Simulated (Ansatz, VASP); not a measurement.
# SnTe5 in VASP and in Ansatz

The input INCAR:

```
SYSTEM = SnTe5
PREC = Accurate
ENCUT = 600
EDIFF = 1E-6
ISMEAR = 0
SIGMA = 0.1
LREAL = .FALSE.
LASPH = .TRUE.
NELM = 60
ALGO = Normal
ISIF = 3
LWAVE = .FALSE.
LCHARG = .FALSE.
GGA = PE
IBRION = 2
NSW = 100
EDIFFG = -0.01
```

The input KPOINTS:

```
regular mesh
0
G
  6 6 6
  0 0 0
```

Contents of POSCAR:

```
SnTe5
1.0
    3.5797441328      2.0667662387      4.3654547811
   -3.5797441328      2.0667662387      4.3654547811
    0.0000000000     -4.1335324774      4.3654547811
Sn Te
1 5
Direct
    0.5000000000      0.5000000000      0.5000000000
    0.3464754019      0.0000000000      0.6535245981
    0.8245136235      0.8245136235      0.8245136235
    0.0000000000      0.6535245981      0.3464754019
    0.6535245981      0.3464754019      0.0000000000
    0.1754863765      0.1754863765      0.1754863765
```

Input for Ansatz:

```yaml
crystal:
  lattice:
    - [3.5797441328, 2.0667662387, 4.3654547811]
    - [-3.5797441328, 2.0667662387, 4.3654547811]
    - [0.0, -4.1335324774, 4.3654547811]
  atoms:
    - { symbol: Sn, position: [0.5, 0.5, 0.5] }
    - { symbol: Te, position: [0.3464754019, 0.0, 0.6535245981] }
    - { symbol: Te, position: [0.8245136235, 0.8245136235, 0.8245136235] }
    - { symbol: Te, position: [0.0, 0.6535245981, 0.3464754019] }
    - { symbol: Te, position: [0.6535245981, 0.3464754019, 0.0] }
    - { symbol: Te, position: [0.1754863765, 0.1754863765, 0.1754863765] }
basis:
  ecutwfc: 420
kpoints:
  mp_grid: { grid: [6, 6, 6] }
hamiltonian:
  xc: pbe
scf:
  occupations: { method: gaussian, width: 0.1 }
output:
  forces: true
  stress: true
  eigenvalues: true
  write_density: true
  write_potential: true
  elf: true
  volumetric_format: npy
relax:
  adjacent_minimum: "off"
  f_tol: 0.01
  max_steps: 80
  cell: { stress_tol: 0.05 }
```

Change from the starting cell: species swapped into the Mg5Zn type (R32, No. 155).

Alike in both runs: task relaxation of cell and atoms; functional PBE; k mesh 6 × 6 × 6; occupations gaussian, width 0.1 eV; no spin polarisation.

```csv
,VASP,Ansatz
version,VASP 6.6.1,Ansatz 0.2.0
potentials or method,"VASP PAW PBE potentials, release 64 (Sn_d, Te), cutoff 600 eV","scalar-relativistic, plane waves, PAW"
valence electrons in the cell,44,94
```

Ansatz gave:

```
gap on the k mesh at the Fermi level, each at its own relaxed structure (eV) : none
relaxed volume (Å³/atom)                                                     : 32.44
relaxed cell length with the largest relative difference (Å)                 : 5.985
```

Estimate VASP's values.

gap on the k mesh at the Fermi level, each at its own relaxed structure (eV): none; relaxed volume (Å³/atom): 32.38; relaxed cell length with the largest relative difference (Å): 5.982.

A gap of «none» marks a metal or a gap that the smearing closes. VASP's potentials hold 44 valence electrons a cell and Ansatz's 94, so a difference there can come from the potentials and not from the codes.

Neither program's run includes spin-orbit coupling.
